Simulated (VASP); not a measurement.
Set up this calculation in VASP 6.6.1, as the native input.

| Item | Value |
| --- | --- |
| Task | single point |
| Functional | PBEsol |
| Potentials or basis | VASP PAW PBE potentials, release 64 (Cl, Li_sv) |
| Cutoff | 520 eV |
| k mesh | 9 × 9 × 9 |
| Occupations | fermi-dirac, width 0.05 eV |
| Spin | no spin polarisation |
| Dipole correction | no |
| Further INCAR settings | ALGO = Normal; EDIFF = 1e-06; NBANDS = 12 |

The structure of LiCl lies in POSCAR:

```
LiCl
1.0
    0.0000000000      2.4391587355      2.4391587355
    2.4391587355      0.0000000000      2.4391587355
    2.4391587355      2.4391587355      0.0000000000
Cl Li
1 1
Direct
    0.5000000000      0.5000000000      0.5000000000
    0.0000000000      0.0000000000      0.0000000000
```

These files were run (other wordings do the same):

INCAR

```
PREC = Accurate ; ENCUT = 520
EDIFF = 1E-6 ; ISMEAR = -1
SIGMA = 0.05 ; LREAL = F
LASPH = T ; NELM = 60
ALGO = Normal ; ISIF = 2
LWAVE = F ; LCHARG = T
GGA = PS ; LELF = T
LVHAR = T ; NBANDS = 12
```

KPOINTS

```
Automatic mesh
0
Gamma
  9 9 9
```

Potentials or basis: VASP PAW PBE potentials, release 64 (Cl, Li_sv).

Command:

```console
$ cat potpaw_PBE.64/Cl/POTCAR potpaw_PBE.64/Li_sv/POTCAR > POTCAR
$ mpirun -np 1 vasp_std > vasp.out
```

It gave:

```
Band gap on the k mesh : 6.75 eV, indirect (least direct gap 7.08 eV)
```

It took 23 s on 1 thread of Intel Xeon 8259CL, on a shared host, peak memory 0.15 GiB.
